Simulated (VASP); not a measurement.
Input of a VASP 6.6.1 run:

INCAR

```
PREC = Accurate ; ENCUT = 520
EDIFF = 1E-6 ; ISMEAR = 0
SIGMA = 0.1 ; LREAL = False
LASPH = True ; NELM = 60
ALGO = Fast ; ISIF = 2
LWAVE = False ; LCHARG = False
GGA = PE ; NBANDS = 27
```

Contents of KPOINTS:

```
Automatic mesh
0
Gamma
  4 4 4
```

The input POSCAR:

```
Mg2W
1.0
   -3.9868633992      3.9868633992      2.4903282686
    3.9868633992     -3.9868633992      2.4903282686
    3.9868633992      3.9868633992     -2.4903282686
Mg W
4 2
Direct
    0.1800545808      0.5000000000      0.6800545808
    0.5000000000      0.1800545808      0.6800545808
    0.5000000000      0.8199454192      0.3199454192
    0.8199454192      0.5000000000      0.3199454192
    0.2707940749      0.2707940749      0.0000000000
    0.7292059251      0.7292059251      0.0000000000
```

Potentials or basis: VASP PAW PBE potentials, release 64 (Mg, W_sv).

Command:

```bash
$ cat potpaw_PBE.64/Mg/POTCAR potpaw_PBE.64/W_sv/POTCAR > POTCAR
$ mpirun -np 1 vasp_std > vasp.out
```

**Question.** Predict the band gap on the k mesh.

**Answer.** Zero (bands 18 and 19 overlap by 0.77 eV).

**Question.** Estimate the pressure.

**Answer.** 0.2 GPa.

**Question.** What does it give for the largest force?

**Answer.** 0.188 eV/Å.

Stress tensor (GPa, compression positive):
```
0.00 0.00 0.00
0.00 0.00 0.00
0.00 0.00 0.47
```

Caveat: the k points lie up to 0.37 Å⁻¹ apart, too coarse for converged energies and pressures of a metal; spin-orbit coupling is left out, which moves the levels of the heavy elements.
